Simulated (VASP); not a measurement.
Set up this calculation in VASP 6.6.1, as the native input.

| Item | Value |
| --- | --- |
| Task | single point |
| Functional | LDA |
| Potentials or basis | VASP PAW LDA potentials, release 64 (Li_sv, S) |
| Cutoff | 750 eV |
| k mesh | 7 × 7 × 7 |
| Occupations | fermi-dirac, width 0.02 eV |
| Spin | no spin polarisation |
| Dipole correction | no |
| Further INCAR settings | ALGO = Normal; EDIFF = 1e-06; NBANDS = 13 |

The structure of Li2S lies in POSCAR:

```
Li2S
1.0
    0.0000000000      2.9099749952      2.9099749952
    2.9099749952      0.0000000000      2.9099749952
    2.9099749952      2.9099749952      0.0000000000
Li S
2 1
Direct
    0.2500000000      0.2500000000      0.2500000000
    0.7500000000      0.7500000000      0.7500000000
    0.0000000000      0.0000000000      0.0000000000
```

This cell differs from its parent crystal: volume scaled by 1.06.

These files were run (other wordings do the same):

INCAR

```
  PREC = Accurate
  ENCUT = 750
  EDIFF = 1E-6
  ISMEAR = -1
  SIGMA = 0.02
  LREAL = F
  LASPH = T
  NELM = 120
  ALGO = Normal
  ISIF = 2
  LWAVE = F
  LCHARG = T
  GGA = CA
  LELF = T
  LVHAR = T
  NBANDS = 13
  GGA_COMPAT = F
```

KPOINTS

```
regular mesh
0
Gamma
  7 7 7
```

Potentials or basis: VASP PAW LDA potentials, release 64 (Li_sv, S).

Command:

```bash
$ cat potpaw_LDA.64/Li_sv/POTCAR potpaw_LDA.64/S/POTCAR > POTCAR
$ mpirun -np 1 vasp_std > vasp.out
```

It gave:

```yaml
Pressure: -4.8 GPa
Band_gap_on_the_k_mesh: 3.34 eV, indirect (least direct gap 3.75 eV)
```

It took 12 s on 1 thread of Intel(R) Xeon(R) 6975P-C (Granite Rapids), with other jobs on the host, peak memory 0.18 GiB.
